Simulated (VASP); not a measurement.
# CuAu (R-3m) in VASP: density of states with PBEsol

Aim: the density of states of CuAu with PBEsol.

All numbers are computed with VASP 6.6.1; they aren't measurements. Logs are shortened: lines on timing, memory, paths and dates and some standing lists are left out, and cuts for length are marked.

## (1) The cell of the first run

Symmetry: R-3m, No. 166, trigonal system. The conventional cell has a = 2.886 Å, b = 2.886 Å, c = 12.769 Å, α = 90.00°, β = 90.00°, γ = 120.00°. Within 3.6 Å of Au (site symmetry -3m) lie 6 Cu at 2.70 Å and 6 Au at 2.89 Å. Cu (site symmetry -3m) has 6 Au at 2.70 Å and 6 Cu at 2.89 Å within 3.6 Å.

## (2) Density of states, PBEsol

POSCAR

```
CuAu
1.0
    1.4430568479      0.8331492596      4.2561707609
   -1.4430568479      0.8331492596      4.2561707609
    0.0000000000     -1.6662985192      4.2561707609
Au Cu
1 1
Direct
    0.0000000000      0.0000000000      0.0000000000
    0.5000000000      0.5000000000      0.5000000000
```

INCAR.step1

```
  PREC = Accurate
  ENCUT = 520
  EDIFF = 1E-6
  ISMEAR = -1
  SIGMA = 0.05
  LREAL = False
  LASPH = True
  NELM = 100
  ALGO = Normal
  ISIF = 2
  LWAVE = False
  LCHARG = True
  LMAXMIX = 4
  GGA = PS
  NBANDS = 18
```

KPOINTS.step1

```
Automatic mesh
0
Gamma
  6 6 6
```

INCAR.step2

```
  PREC = Accurate
  ENCUT = 520
  EDIFF = 1E-6
  ISMEAR = -5
  SIGMA = 0.05
  LREAL = False
  LASPH = True
  NELM = 100
  ALGO = Normal
  ISIF = 2
  LWAVE = False
  LCHARG = False
  LMAXMIX = 4
  GGA = PS
  LORBIT = 10
  NEDOS = 2001
  ICHARG = 11
```

KPOINTS.step2

```
Automatic mesh
0
Gamma
  9 9 9
```

Potentials or basis: VASP PAW PBE potentials, release 64 (Au, Cu).

Run with:

```sh
cat potpaw_PBE.64/Au/POTCAR potpaw_PBE.64/Cu/POTCAR > POTCAR
cp INCAR.step1 INCAR
cp KPOINTS.step1 KPOINTS
mpirun -np 1 vasp_std > vasp.out
cp INCAR.step2 INCAR
cp KPOINTS.step2 KPOINTS
mpirun -np 1 vasp_std > vasp.out
```

OUTCAR:

```text
PREC = Accurate
   ENCUT = 520
   EDIFF = 1E-6
   ISMEAR = -5
   LREAL = False
   LASPH = True
   NELM = 100
   ISIF = 2
   GGA = PS
   LORBIT = 10
   ICHARG = 11

 ion  position               nearest neighbor table
   1  0.000  0.000  0.000-   2 2.70   2 2.70   2 2.70   2 2.70   2 2.70   2 2.70
   2  0.500  0.500  0.500-   1 2.70   1 2.70   1 2.70   1 2.70   1 2.70   1 2.70

  LATTYP: Found a trigonal (rhomboedric) cell.
 ALAT       =     4.5707264522
 COS(alpha) =     0.8006453295

  Lattice vectors:

 A1 = (   1.4430568479,   0.8331492596,   4.2561707609)
 A2 = (  -1.4430568479,   0.8331492596,   4.2561707609)
 A3 = (   0.0000000000,  -1.6662985192,   4.2561707609)

Analysis of symmetry for initial positions (statically):
=====================================================================
 Subroutine PRICEL returns:
 Original cell was already a primitive cell.

 Routine SETGRP: Setting up the symmetry group for a
 trigonal (rhombohedral) supercell.

 Subroutine GETGRP returns: Found 12 space group operations
 (whereof 12 operations were pure point group operations)
 out of a pool of 12 trial point group operations.

The static configuration has the point symmetry D_3d.

Analysis of symmetry for dynamics (positions and initial velocities):
=====================================================================
 Subroutine PRICEL returns:
 Original cell was already a primitive cell.

 Routine SETGRP: Setting up the symmetry group for a
 trigonal (rhombohedral) supercell.

 Subroutine GETGRP returns: Found 12 space group operations
 (whereof 12 operations were pure point group operations)
 out of a pool of 12 trial point group operations.

The dynamic configuration has the point symmetry D_3d.

 Subroutine INISYM returns: Found 12 space group operations
 (whereof 12 operations are pure point group operations),
 and found     1 'primitive' translations

----------------------------------------------------------------------------------------

                                     Primitive cell

  volume of cell :      30.7027

  direct lattice vectors                    reciprocal lattice vectors
     1.443056848  0.833149260  4.256170761     0.346486696  0.200044187  0.078317660
    -1.443056848  0.833149260  4.256170761    -0.346486696  0.200044187  0.078317660
     0.000000000 -1.666298519  4.256170761     0.000000000 -0.400088375  0.078317660

  length of vectors
     4.570726452  4.570726452  4.570726452     0.407681694  0.407681694  0.407681694

  position of ions in fractional coordinates (direct lattice)
     0.000000000  0.000000000  0.000000000
     0.500000000  0.500000000  0.500000000

  ion indices of the primitive-cell ions
   primitive index   ion index
                 1           1
                 2           2

----------------------------------------------------------------------------------------

 KPOINTS: Automatic mesh

Automatic generation of k-mesh.
 Grid dimensions read from file:
 generate k-points for:    9    9    9

 Generating k-lattice:

  Cartesian coordinates                     Fractional coordinates (reciprocal lattice)
     0.038498522  0.022227132  0.008701962     0.111111111  0.000000000  0.000000000
    -0.038498522  0.022227132  0.008701962     0.000000000  0.111111111  0.000000000
     0.000000000 -0.044454264  0.008701962     0.000000000  0.000000000  0.111111111

  Length of vectors
     0.045297966  0.045297966  0.045297966

  Shift w.r.t. Gamma in fractional coordinates (k-lattice)
     0.000000000  0.000000000  0.000000000

 TETIRR: Found    369 inequivalent tetrahedra from     4374

 Subroutine IBZKPT returns following result:
 ===========================================

 Found     85 irreducible k-points:

 Following reciprocal coordinates:
            Coordinates               Weight
  0.000000  0.000000  0.000000      1.000000
  0.111111  0.000000  0.000000      6.000000
  0.222222 -0.000000  0.000000      6.000000
  0.333333  0.000000  0.000000      6.000000
  0.444444 -0.000000  0.000000      6.000000
  0.111111  0.111111  0.000000      6.000000
[... 16 lines left out ...]
 -0.333333  0.333333  0.000000      6.000000
  0.444444  0.444444  0.000000      6.000000
 [... further k-points ...]
   k-points           NKPTS =     85   k-points in BZ     NKDIM =     85   number of bands    NBANDS=     15
   number of dos      NEDOS =   2001   number of ions     NIONS =      2
   total plane-waves  NPLWV =  46656
   dimension x,y,z NGX =    36 NGY =   36 NGZ =   36
   dimension x,y,z NGXF=    72 NGYF=   72 NGZF=   72
   ions per type =               1   1
   NGX,Y,Z   is equivalent  to a cutoff of  13.09, 13.09, 13.09 a.u.
   NGXF,Y,Z  is equivalent  to a cutoff of  26.19, 26.19, 26.19 a.u.
 SYSTEM =  unknown system
   PREC   = accura    normal or accurate (medium, high low for compatibility)
   ISTART =      0    job   : 0-new  1-cont  2-samecut
   ICHARG =     11    charge: 1-file 2-atom 10-const
   ISPIN  =      1    spin polarized calculation?
   LNONCOLLINEAR =      F non collinear calculations
   LSORBIT =      F    spin-orbit coupling
   LASPH  =      T    aspherical Exc in radial PAW
   ENCUT  =  520.0 eV  38.22 Ry    6.18 a.u.   8.50  8.50  8.50*2*pi/ulx,y,z
   NELM   =    100;   NELMIN=  2; NELMDL=  0     # of ELM steps
   EDIFF  = 0.1E-05   stopping-criterion for ELM
   LREAL  =      F    real-space projection
   EDIFFG = 0.1E-04   stopping-criterion for IOM
   NSW    =      0    number of steps for IOM
   IBRION =     -1    ionic relax: 0-MD 1-quasi-New 2-CG
   NFREE  =      0    steps in history (QN), initial steepest desc. (CG)
   ISIF   =      2    stress and relaxation
   ISYM   =      2    0-nonsym 1-usesym 2-fastsym
   POTIM  = 0.5000    time-step for ionic-motion
   TEBEG  =    0.0;   TEEND  =   0.0 temperature during run
   PSTRESS=    0.0 pullay stress
   NELECT =      22.0000    total number of electrons
   NUPDOWN=      -1.0000    fix difference up-down
   EMIN   =  10.00;   EMAX   =-10.00  energy-range for DOS
   EFERMI =   0.00;   METHOD = LEGACY
   ISMEAR =    -5;   SIGMA  =   0.05  broadening in eV -4-tet -1-fermi 0-gaus
   EFERMI_NEDOS =   21; number of points for ismear=-14 and -15
   IALGO  =     38    algorithm
   IMIX   =      4    mixing-type and parameters
     AMIX     =   0.40;   BMIX     =  1.00
     AMIX_MAG =   1.60;   BMIX_MAG =  1.00
  volume/ion in A,a.u.               =      15.35       103.60
  Fermi-wavevector in a.u.,A,eV,Ry     =   1.464952  2.768359 29.199270  2.146086
  Thomas-Fermi vector in A             =   2.580867
   LORBIT       =     10    0 simple, 1 ext, 2 COOP (PROOUT), +10 PAW based schemes
   GGA     = PS    functional components
   LHFCALC =     F    Hartree Fock is set to
   AEXX    =    0.0000 exact exchange contribution
   IVDW    =     0    specifies the selected vdW correction
   LEPSILON=     F    determine dielectric tensor
   LRPA    =     F    only Hartree local field effects (RPA)
 non-spin polarized calculation
 Fermi weights with tetrahedron method with Bloechl corrections
  energy-cutoff  :      520.00
  volume of cell :       30.70
 maximum number of plane-waves:       861
 NGX is ok and might be reduce to    36

 number of electron      21.9999999 magnetization

 Free energy of the ion-electron system (eV)
  ---------------------------------------------------
  ext. energy  EPLUGINS =         0.00000000
  ---------------------------------------------------
  free energy    TOTEN  =        -8.16005152 eV

  energy without entropy =       -8.16005152  energy(sigma->0) =       -8.16005152

 E-fermi :   7.7825     XC(G=0): -12.5134

 val. band max:        7.8480893440   @ k =  -0.3333  -0.4444   0.1111
 cond. band min:       7.7255830521   @ k =   0.0000   0.0000   0.0000
 fundamental gap:     -0.1225062919
 Fermi energy:         7.7825038852

 k-point     1 :       0.0000    0.0000    0.0000
  band No.  band energies     occupation
      1      -1.6120      2.00000
      2       1.4438      2.00000
      3       3.1391      2.00000
      4       3.1391      2.00000
      5       4.1051      2.00000
      6       4.1051      2.00000
      7       5.1026      2.00000
      8       5.6359      2.00000
      9       5.6359      2.00000
     10       6.2509      2.00000
     11       6.2509      2.00000
     12       7.7256      0.37520
     13      12.4078      0.00000
     14      22.3849      0.00000
     15      23.7820      0.00000

 k-point     2 :       0.1111    0.0000    0.0000
  band No.  band energies     occupation
      1      -1.2356      2.00000
      2       1.6580      2.00000
      3       3.0007      2.00000
      4       3.3681      2.00000
      5       3.8181      2.00000
      6       4.1210      2.00000
      7       5.1469      2.00000
      8       5.5666      2.00000
      9       5.6740      2.00000
     10       5.6784      2.00000
     11       6.1856      2.00000
     12       8.7486     -0.05918
     13      12.5944      0.00000
     14      21.2511      0.00000
     15      22.9161      0.00000

 k-point     3 :       0.2222   -0.0000    0.0000
  band No.  band energies     occupation
      1      -0.2057      2.00000
      2       2.0766      2.00000
      3       2.8914      2.00000
      4       3.1691      2.00000
      5       3.9244      2.00000
      6       4.2247      2.00000
      7       5.0550      2.00000
      8       5.2428      2.00000
      9       5.5648      2.00000
     10       5.7934      2.00000
     11       6.0269      2.00000
     12      10.1635      0.00000
     13      13.4562      0.00000
     14      17.3613      0.00000
     15      21.6687      0.00000

 k-point     4 :       0.3333    0.0000    0.0000
  band No.  band energies     occupation
      1       0.9447      2.00000
      2       2.1283      2.00000
      3       2.6995      2.00000
      4       3.5819      2.00000
      5       4.0979      2.00000
      6       4.7392      2.00000
      7       4.8893      2.00000
      8       5.0728      2.00000
      9       5.8255      2.00000
     10       5.9302      2.00000
     11       5.9749      2.00000
     12      11.2078      0.00000
     13      13.4637      0.00000
     14      15.4838      0.00000
     15      18.4026      0.00000
[... 307 lines left out ...]
 k-point    22 :      -0.4444    0.3333   -0.0000
  band No.  band energies     occupation
      1       1.7572      2.00000
      2       2.2324      2.00000
      3       2.8689      2.00000
      4       3.1370      2.00000
      5       3.6986      2.00000
      6       5.3082      2.00000
      7       5.4038      2.00000
      8       5.7830      2.00000
      9       6.0449      2.00000
     10       6.1118      2.00000
     11       8.3520      0.29219
     12      10.9199      0.00000
     13      11.8481      0.00000
     14      12.9024      0.00000
     15      15.0228      0.00000

 k-point    23 :      -0.3333    0.3333    0.0000
  band No.  band energies     occupation
      1       2.2796      2.00000
      2       2.6792      2.00000
      3       2.8627      2.00000
      4       3.0620      2.00000
      5       3.0711      2.00000
      6       5.0513      2.00000
      7       5.5386      2.00000
      8       5.6109      2.00000
      9       5.8939      2.00000
     10       6.0912      2.00000
     11       9.6405      0.00000
     12      10.7909      0.00000
     13      11.3427      0.00000
     14      13.6831      0.00000
     15      14.9936      0.00000

 k-point    24 :       0.4444    0.4444    0.0000
  band No.  band energies     occupation
      1       0.9461      2.00000
      2       1.5990      2.00000
      3       2.6724      2.00000
      4       3.6302      2.00000
      5       5.1128      2.00000
      6       5.6912      2.00000
      7       5.9861      2.00000
      8       6.0355      2.00000
      9       6.1086      2.00000
     10       6.2081      2.00000
     11       6.3916      2.00588
     12       9.0037     -0.00091
     13      11.3565      0.00000
     14      14.3060      0.00000
     15      17.4051      0.00000

 [... further k-points ...]

------------------------ aborting loop because EDIFF is reached ----------------------------------------

  FORCE on cell =-STRESS in cart. coord.  units (eV):
  Direction    XX          YY          ZZ          XY          YZ          ZX
  --------------------------------------------------------------------------------------
  -------------------------------------------------------------------------------------
  Total        0.9598256      0.9598256      0.7181573     -0.0000000      0.0000000      0.0000000
  in kB       50.0871548     50.0871548     37.4760354     -0.0000000      0.0000000      0.0000000
  external PRESSURE =      45.8834484 kB  Pullay stress =       0.0000000 kB

 VOLUME and BASIS-vectors are now :
 -----------------------------------------------------------------------------
  energy-cutoff  :      520.00
  volume of cell :       30.70
      direct lattice vectors                 reciprocal lattice vectors
     1.443056848  0.833149260  4.256170761     0.346486696  0.200044187  0.078317660
    -1.443056848  0.833149260  4.256170761    -0.346486696  0.200044187  0.078317660
     0.000000000 -1.666298519  4.256170761     0.000000000 -0.400088375  0.078317660

 POSITION                                       TOTAL-FORCE (eV/Angst)
 -----------------------------------------------------------------------------------
      0.00000      0.00000      0.00000         0.000000     -0.000000     -0.000000
      0.00000      0.00000      6.38426         0.000000      0.000000      0.000000
 -----------------------------------------------------------------------------------
    total drift:                                0.000000      0.000000      0.000000

  FREE ENERGIE OF THE ION-ELECTRON SYSTEM (eV)
  ---------------------------------------------------
  free  energy   TOTEN  =        -8.1600515191 eV

  energy  without entropy=       -8.1600515191  energy(sigma->0) =       -8.16005152

 total charge

# of ion       s       p       d       tot
------------------------------------------
    1        0.581   0.393   8.692   9.666
    2        0.380   0.280   9.222   9.881
--------------------------------------------------
tot          0.960   0.673  17.914  19.547
```

Wall time 79 s (1 thread of Intel Xeon Platinum 8488C (Sapphire Rapids), shared host); peak memory 0.22 GiB.

What came out:

```
Valence electrons inside the program's atomic spheres : Au 9.67; Cu 9.88
```

Caveat: the k points lie up to 0.43 Å⁻¹ apart; the PAW data sets were made with another functional, which shifts forces and pressure a little; spin-orbit coupling is left out, which moves the levels of the heavy elements; tetrahedron occupations give inexact forces and stress in metals.
